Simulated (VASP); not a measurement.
# Ir3Rh (Pm-3m) in VASP: notebook

Runs on Ir3Rh. Level: LDA. Tasks: single point.

All numbers are computed with VASP 6.6.1; they aren't measurements. Logs are shortened: lines on timing, memory, paths and dates and some standing lists are left out, and cuts for length are marked.

### 1 The cell of the first run

The structure is cubic, space group Pm-3m (No. 221). The conventional cell has a = 3.840 Å, b = 3.840 Å, c = 3.840 Å, α = 90.00°, β = 90.00°, γ = 90.00°. Within 3.6 Å of Ir (site symmetry 4/mmm) lie 8 Ir at 2.72 Å and 4 Rh at 2.72 Å. Ir (site symmetry 4/mmm) has 8 Ir at 2.72 Å and 4 Rh at 2.72 Å within 3.6 Å. Within 3.6 Å of Rh (site symmetry m-3m) lie 12 Ir at 2.72 Å.

### 2 Single point, LDA

File INCAR:

```
SYSTEM = Ir3Rh
PREC = Accurate
ENCUT = 500
EDIFF = 1E-6
ISMEAR = 0
SIGMA = 0.1
LREAL = .False.
LASPH = .True.
NELM = 120
ALGO = Normal
ISIF = 2
LWAVE = .False.
LCHARG = .False.
GGA = CA
NBANDS = 52
GGA_COMPAT = .False.
```

File KPOINTS:

```
regular mesh
0
Gamma
  4 2 4
  0 0 0
```

File POSCAR:

```
Ir3Rh
1.0
    3.8403358500      0.0000000000      0.0000000000
    0.0000000000      7.6806717000      0.0000000000
    0.0000000000      0.0000000000      3.8403358500
Ir Rh
6 2
Direct
    0.5000000000      0.0000000000      0.5000000000
    0.0000000000      0.2500000000      0.5000000000
    0.5000000000      0.2500000000      0.0000000000
    0.5000000000      0.5000000000      0.5000000000
    0.0000000000      0.7500000000      0.5000000000
    0.5000000000      0.7500000000      0.0000000000
    0.0000000000      0.0000000000      0.0000000000
    0.0000000000      0.5000000000      0.0000000000
```

Potentials or basis: VASP PAW LDA potentials, release 64 (Ir, Rh_pv).

On the command line:

```bash
> cat potpaw_LDA.64/Ir/POTCAR potpaw_LDA.64/Rh_pv/POTCAR > POTCAR
> mpirun -np 1 vasp_std > vasp.out
```

OUTCAR:

```text
SYSTEM = Ir3Rh
   PREC = Accurate
   ENCUT = 500
   EDIFF = 1E-6
   ISMEAR = 0
   LREAL = .False.
   LASPH = .True.
   NELM = 120
   ISIF = 2
   GGA = CA

 ion  position               nearest neighbor table
   1  0.500  0.000  0.500-   2 2.72   3 2.72   5 2.72   6 2.72   7 2.72   3 2.72   6 2.72   7 2.72
                             2 2.72   5 2.72   7 2.72   7 2.72
   2  0.000  0.250  0.500-   1 2.72   3 2.72   4 2.72   7 2.72   8 2.72   3 2.72   7 2.72   8 2.72
                             1 2.72   3 2.72   4 2.72   3 2.72
   3  0.500  0.250  0.000-   1 2.72   2 2.72   4 2.72   7 2.72   8 2.72   1 2.72   2 2.72   4 2.72
                             2 2.72   7 2.72   8 2.72   2 2.72
   4  0.500  0.500  0.500-   2 2.72   3 2.72   5 2.72   6 2.72   8 2.72   3 2.72   6 2.72   8 2.72
                             2 2.72   5 2.72   8 2.72   8 2.72
   5  0.000  0.750  0.500-   1 2.72   4 2.72   6 2.72   7 2.72   8 2.72   6 2.72   7 2.72   8 2.72
                             1 2.72   4 2.72   6 2.72   6 2.72
   6  0.500  0.750  0.000-   1 2.72   4 2.72   5 2.72   7 2.72   8 2.72   1 2.72   4 2.72   5 2.72
                             5 2.72   7 2.72   8 2.72   5 2.72
   7  0.000  0.000  0.000-   1 2.72   2 2.72   3 2.72   5 2.72   6 2.72   1 2.72   2 2.72   5 2.72
                             1 2.72   3 2.72   6 2.72   1 2.72
   8  0.000  0.500  0.000-   2 2.72   3 2.72   4 2.72   5 2.72   6 2.72   2 2.72   4 2.72   5 2.72
                             3 2.72   4 2.72   6 2.72   4 2.72

  LATTYP: Found a simple tetragonal cell.
 ALAT       =     3.8403358500
 C/A-ratio  =     2.0000000000

  Lattice vectors:

 A1 = (  -3.8403358500,   0.0000000000,   0.0000000000)
 A2 = (   0.0000000000,   0.0000000000,   3.8403358500)
 A3 = (   0.0000000000,   7.6806717000,   0.0000000000)

Analysis of symmetry for initial positions (statically):
=====================================================================
 Subroutine PRICEL returns following result:

  LATTYP: Found a simple cubic cell.
 ALAT       =     3.8403358500

  Lattice vectors:

 A1 = (   3.8403358500,   0.0000000000,   0.0000000000)
 A2 = (   0.0000000000,   3.8403358500,   0.0000000000)
 A3 = (   0.0000000000,   0.0000000000,   3.8403358500)

   2 primitive cells build up your supercell.

 Routine SETGRP: Setting up the symmetry group for a
 simple tetragonal supercell.

 Subroutine GETGRP returns: Found 16 space group operations
 (whereof 16 operations were pure point group operations)
 out of a pool of 16 trial point group operations.

The static configuration has the point symmetry D_4h.

Analysis of symmetry for dynamics (positions and initial velocities):
=====================================================================
 Subroutine PRICEL returns following result:

  LATTYP: Found a simple cubic cell.
 ALAT       =     3.8403358500

  Lattice vectors:

 A1 = (   3.8403358500,   0.0000000000,   0.0000000000)
 A2 = (   0.0000000000,   3.8403358500,   0.0000000000)
 A3 = (   0.0000000000,   0.0000000000,   3.8403358500)

   2 primitive cells build up your supercell.

 Routine SETGRP: Setting up the symmetry group for a
 simple tetragonal supercell.

 Subroutine GETGRP returns: Found 16 space group operations
 (whereof 16 operations were pure point group operations)
 out of a pool of 16 trial point group operations.

The dynamic configuration has the point symmetry D_4h.

 Subroutine INISYM returns: Found 16 space group operations
 (whereof 16 operations are pure point group operations),
 and found     2 'primitive' translations

----------------------------------------------------------------------------------------

                                     Primitive cell

  volume of cell :      56.6380

  direct lattice vectors                    reciprocal lattice vectors
     3.840335850  0.000000000  0.000000000     0.260393892  0.000000000  0.000000000
     0.000000000  3.840335850  0.000000000     0.000000000  0.260393892  0.000000000
     0.000000000  0.000000000  3.840335850     0.000000000  0.000000000  0.260393892

  length of vectors
     3.840335850  3.840335850  3.840335850     0.260393892  0.260393892  0.260393892

  position of ions in fractional coordinates (direct lattice)
     0.500000000  0.000000000  0.500000000
     0.000000000  0.500000000  0.500000000
     0.500000000  0.500000000  0.000000000
     0.000000000  0.000000000  0.000000000

  ion indices of the primitive-cell ions
   primitive index   ion index
                 1           1
                 2           2
                 3           3
                 4           7

----------------------------------------------------------------------------------------

 KPOINTS: regular mesh

Automatic generation of k-mesh.
 Grid dimensions read from file:
 generate k-points for:    4    2    4

 Generating k-lattice:

  Cartesian coordinates                     Fractional coordinates (reciprocal lattice)
     0.065098473  0.000000000  0.000000000     0.250000000  0.000000000  0.000000000
     0.000000000  0.065098473  0.000000000     0.000000000  0.500000000  0.000000000
     0.000000000  0.000000000  0.065098473     0.000000000  0.000000000  0.250000000

  Length of vectors
     0.065098473  0.065098473  0.065098473

  Shift w.r.t. Gamma in fractional coordinates (k-lattice)
     0.000000000  0.000000000  0.000000000

 Subroutine IBZKPT returns following result:
 ===========================================

 Found     12 irreducible k-points:

 Following reciprocal coordinates:
            Coordinates               Weight
  0.000000  0.000000  0.000000      1.000000
  0.250000  0.000000  0.000000      4.000000
  0.500000  0.000000  0.000000      2.000000
  0.000000  0.500000  0.000000      1.000000
  0.250000  0.500000  0.000000      4.000000
  0.500000  0.500000  0.000000      2.000000
  0.250000  0.000000  0.250000      4.000000
  0.500000  0.000000  0.250000      4.000000
  0.250000  0.500000  0.250000      4.000000
  0.500000  0.500000  0.250000      4.000000
  0.500000  0.000000  0.500000      1.000000
  0.500000  0.500000  0.500000      1.000000
   k-points           NKPTS =     12   k-points in BZ     NKDIM =     12   number of bands    NBANDS=     52
   number of dos      NEDOS =    301   number of ions     NIONS =      8
   total plane-waves  NPLWV =  43904
   dimension x,y,z NGX =    28 NGY =   56 NGZ =   28
   dimension x,y,z NGXF=    56 NGYF=  112 NGZF=   56
   ions per type =               6   2
   NGX,Y,Z   is equivalent  to a cutoff of  12.12, 12.12, 12.12 a.u.
   NGXF,Y,Z  is equivalent  to a cutoff of  24.24, 24.24, 24.24 a.u.
 SYSTEM =  Ir3Rh
   PREC   = accura    normal or accurate (medium, high low for compatibility)
   ISTART =      0    job   : 0-new  1-cont  2-samecut
   ICHARG =      2    charge: 1-file 2-atom 10-const
   ISPIN  =      1    spin polarized calculation?
   LNONCOLLINEAR =      F non collinear calculations
   LSORBIT =      F    spin-orbit coupling
   LASPH  =      T    aspherical Exc in radial PAW
   ENCUT  =  500.0 eV  36.75 Ry    6.06 a.u.   7.00 14.00  7.00*2*pi/ulx,y,z
   NELM   =    120;   NELMIN=  2; NELMDL= -5     # of ELM steps
   EDIFF  = 0.1E-05   stopping-criterion for ELM
   LREAL  =      F    real-space projection
[... 7 lines left out ...]
   TEBEG  =    0.0;   TEEND  =   0.0 temperature during run
   PSTRESS=    0.0 pullay stress
   NELECT =      84.0000    total number of electrons
   NUPDOWN=      -1.0000    fix difference up-down
   EMIN   =  10.00;   EMAX   =-10.00  energy-range for DOS
   EFERMI =   0.00;   METHOD = LEGACY
   ISMEAR =     0;   SIGMA  =   0.10  broadening in eV -4-tet -1-fermi 0-gaus
   EFERMI_NEDOS =   21; number of points for ismear=-14 and -15
   IALGO  =     38    algorithm
   IMIX   =      4    mixing-type and parameters
     AMIX     =   0.40;   BMIX     =  1.00
     AMIX_MAG =   1.60;   BMIX_MAG =  1.00
  volume/ion in A,a.u.               =      14.16        95.55
  Fermi-wavevector in a.u.,A,eV,Ry     =   1.481797  2.800190 29.874618  2.195722
  Thomas-Fermi vector in A             =   2.595663
   LORBIT       =      0    0 simple, 1 ext, 2 COOP (PROOUT), +10 PAW based schemes
   GGA     = CA    functional components
   LHFCALC =     F    Hartree Fock is set to
   AEXX    =    0.0000 exact exchange contribution
   IVDW    =     0    specifies the selected vdW correction
   LEPSILON=     F    determine dielectric tensor
   LRPA    =     F    only Hartree local field effects (RPA)
 non-spin polarized calculation
 Gauss-broadening in eV      SIGMA  =   0.10
  energy-cutoff  :      500.00
  volume of cell :      113.28
 maximum number of plane-waves:      2924
   NGX = 15   NGY = 29   NGZ = 15

 number of electron      84.0000006 magnetization

 Free energy of the ion-electron system (eV)
  ---------------------------------------------------
  ext. energy  EPLUGINS =         0.00000000
  ---------------------------------------------------
  free energy    TOTEN  =       -78.59955334 eV

  energy without entropy =      -78.50664523  energy(sigma->0) =      -78.55309929

 E-fermi :  10.5637     XC(G=0): -14.1494

 val. band max:       10.5578984930   @ k =   0.2500   0.5000   0.0000
 cond. band min:      10.6128020216   @ k =   0.2500   0.0000   0.2500
 fundamental gap:      0.0549035285
 Fermi energy:        10.5636692532

 k-point     1 :       0.0000    0.0000    0.0000
  band No.  band energies     occupation
      1     -36.2965      2.00000
      2     -36.2876      2.00000
      3     -36.2876      2.00000
      4     -36.2851      2.00000
      5     -36.2851      2.00000
      6     -36.2851      2.00000
[... 44 lines left out ...]
     51      12.5952      0.00000
     52      12.5952      0.00000

 k-point     2 :       0.2500    0.0000    0.0000
  band No.  band energies     occupation
      1     -36.2947      2.00000
      2     -36.2908      2.00000
      3     -36.2902      2.00000
      4     -36.2887      2.00000
      5     -36.2863      2.00000
      6     -36.2863      2.00000
[... 44 lines left out ...]
     51      15.3331      0.00000
     52      16.0881      0.00000

 k-point     3 :       0.5000    0.0000    0.0000
  band No.  band energies     occupation
      1     -36.2965      2.00000
      2     -36.2929      2.00000
      3     -36.2929      2.00000
      4     -36.2899      2.00000
      5     -36.2876      2.00000
      6     -36.2875      2.00000
[... 44 lines left out ...]
     51      13.5343      0.00000
     52      13.5343      0.00000
[... 386 lines left out ...]
 k-point    11 :       0.5000    0.0000    0.5000
  band No.  band energies     occupation
      1     -36.2929      2.00000
      2     -36.2929      2.00000
      3     -36.2899      2.00000
      4     -36.2893      2.00000
      5     -36.2893      2.00000
      6     -36.2893      2.00000
[... 44 lines left out ...]
     51      12.7592      0.00000
     52      13.5339      0.00000

 k-point    12 :       0.5000    0.5000    0.5000
  band No.  band energies     occupation
      1     -36.2911      2.00000
      2     -36.2911      2.00000
      3     -36.2911      2.00000
      4     -36.2911      2.00000
      5     -36.2896      2.00000
      6     -36.2896      2.00000
[... 44 lines left out ...]
     51      13.0656      0.00000
     52      13.0656      0.00000

------------------------ aborting loop because EDIFF is reached ----------------------------------------

  FORCE on cell =-STRESS in cart. coord.  units (eV):
  Direction    XX          YY          ZZ          XY          YZ          ZX
  --------------------------------------------------------------------------------------
  -------------------------------------------------------------------------------------
  Total       -6.2797900     -6.2788810     -6.2797900      0.0000000      0.0000000      0.0000000
  in kB      -88.8214971    -88.8086404    -88.8214971      0.0000000      0.0000000      0.0000000
  external PRESSURE =     -88.8172115 kB  Pullay stress =       0.0000000 kB

 VOLUME and BASIS-vectors are now :
 -----------------------------------------------------------------------------
  energy-cutoff  :      500.00
  volume of cell :      113.28
      direct lattice vectors                 reciprocal lattice vectors
     3.840335850  0.000000000  0.000000000     0.260393892  0.000000000  0.000000000
     0.000000000  7.680671700  0.000000000     0.000000000  0.130196946  0.000000000
     0.000000000  0.000000000  3.840335850     0.000000000  0.000000000  0.260393892

 POSITION                                       TOTAL-FORCE (eV/Angst)
 -----------------------------------------------------------------------------------
      1.92017      0.00000      1.92017         0.000000      0.000000     -0.000000
      0.00000      1.92017      1.92017         0.000000     -0.000000     -0.000000
      1.92017      1.92017      0.00000         0.000000     -0.000000     -0.000000
      1.92017      3.84034      1.92017         0.000000      0.000000     -0.000000
      0.00000      5.76050      1.92017        -0.000000     -0.000000     -0.000000
      1.92017      5.76050      0.00000         0.000000     -0.000000      0.000000
      0.00000      0.00000      0.00000        -0.000000      0.000000      0.000000
      0.00000      3.84034      0.00000        -0.000000      0.000000      0.000000
 -----------------------------------------------------------------------------------
    total drift:                               -0.000000      0.000000      0.000000

  FREE ENERGIE OF THE ION-ELECTRON SYSTEM (eV)
  ---------------------------------------------------
  free  energy   TOTEN  =       -78.5995533448 eV

  energy  without entropy=      -78.5066452341  energy(sigma->0) =      -78.55309929
```

Wall time 28 s (1 thread of Intel Xeon 6975P-C (Granite Rapids), shared host); peak memory 0.19 GiB.

What came out:

```yaml
Free_energy: -78.5996 eV
Pressure: -8.9 GPa
Band_gap_on_the_k_mesh: zero (bands 42 and 43 overlap by 2.30 eV)
```

Levels at points of the mesh, in eV from the Fermi level:
```csv
k point,band 40,band 41,band 42,band 43,band 44,band 45
"(0.00, 0.00, 0.00)",0.60,0.96,0.96,0.96,0.96,0.98
"(0.50, 0.00, 0.00)",-1.63,-1.50,-1.50,-1.34,-1.21,-0.47
"(0.00, 0.50, 0.00)",-0.23,0.08,0.08,0.08,0.08,0.43
"(0.50, 0.50, 0.00)",-1.68,-1.56,-1.56,-0.02,-0.02,0.20
"(0.50, 0.00, 0.50)",-0.33,-0.33,-0.33,0.53,0.53,0.53
"(0.50, 0.50, 0.50)",-0.18,-0.18,-0.18,-0.11,-0.11,0.07
```

Caveat: the k points lie up to 0.41 Å⁻¹ apart, too coarse for converged energies and pressures of a metal; spin-orbit coupling is left out, which moves the levels of the heavy elements.

### 3 Single point, LDA

This run uses another cell than the first one: it holds 16 atoms, not 8.

File INCAR:

```
PREC = Accurate
ENCUT = 500
EDIFF = 1E-6
ISMEAR = 0
SIGMA = 0.1
LREAL = False
LASPH = True
NELM = 120
ALGO = Normal
ISIF = 2
LWAVE = False
LCHARG = False
NBANDS = 98
GGA_COMPAT = False
```

File KPOINTS:

```
Automatic mesh
0
Gamma
  2 2 4
```

File POSCAR:

```
Ir3Rh
1.0
    7.6806717000      0.0000000000      0.0000000000
    0.0000000000      7.6806717000      0.0000000000
    0.0000000000      0.0000000000      3.8403358500
Ir Rh
12 4
Direct
    0.2500000000      0.0000000000      0.5000000000
    0.0000000000      0.2500000000      0.5000000000
    0.2500000000      0.2500000000      0.0000000000
    0.2500000000      0.5000000000      0.5000000000
    0.0000000000      0.7500000000      0.5000000000
    0.2500000000      0.7500000000      0.0000000000
    0.7500000000      0.0000000000      0.5000000000
    0.5000000000      0.2500000000      0.5000000000
    0.7500000000      0.2500000000      0.0000000000
    0.7500000000      0.5000000000      0.5000000000
    0.5000000000      0.7500000000      0.5000000000
    0.7500000000      0.7500000000      0.0000000000
    0.0000000000      0.0000000000      0.0000000000
    0.0000000000      0.5000000000      0.0000000000
    0.5000000000      0.0000000000      0.0000000000
    0.5000000000      0.5000000000      0.0000000000
```

Potentials or basis: VASP PAW LDA potentials, release 64 (Ir, Rh_pv).

On the command line:

```bash
> cat potpaw_LDA.64/Ir/POTCAR potpaw_LDA.64/Rh_pv/POTCAR > POTCAR
> mpirun -np 1 vasp_std > vasp.out
```

Run time: 1.8 min. Hardware: 1 thread of Intel Xeon 6975P-C (Granite Rapids), shared host; peak memory 0.31 GiB.

The run converged. Its results:

```yaml
Free_energy: -157.1997 eV
Pressure: -8.9 GPa
Band_gap_on_the_k_mesh: zero (bands 84 and 85 overlap by 0.50 eV)
```

Levels at points of the mesh, in eV from the Fermi level:
```csv
k point,band 81,band 82,band 83,band 84,band 85,band 86,band 87,band 88
"(0.00, 0.00, 0.00)",-0.47,-0.47,-0.14,-0.14,0.60,0.60,0.96,0.96
"(0.50, 0.00, 0.00)",-0.23,-0.23,-0.02,-0.02,0.08,0.08,0.08,0.08
"(0.50, 0.50, 0.00)",-0.39,-0.39,-0.39,-0.39,-0.01,-0.01,-0.01,-0.01
"(0.00, 0.00, 0.50)",-1.21,-1.21,-0.62,-0.47,-0.33,-0.33,-0.33,-0.14
"(0.50, 0.00, 0.50)",-0.18,-0.18,-0.18,-0.18,-0.11,-0.11,-0.02,-0.02
"(0.50, 0.50, 0.50)",0.16,0.16,0.16,0.16,0.26,0.26,0.26,0.26
```

Caveat: the k points lie up to 0.41 Å⁻¹ apart; spin-orbit coupling is left out, which moves the levels of the heavy elements.
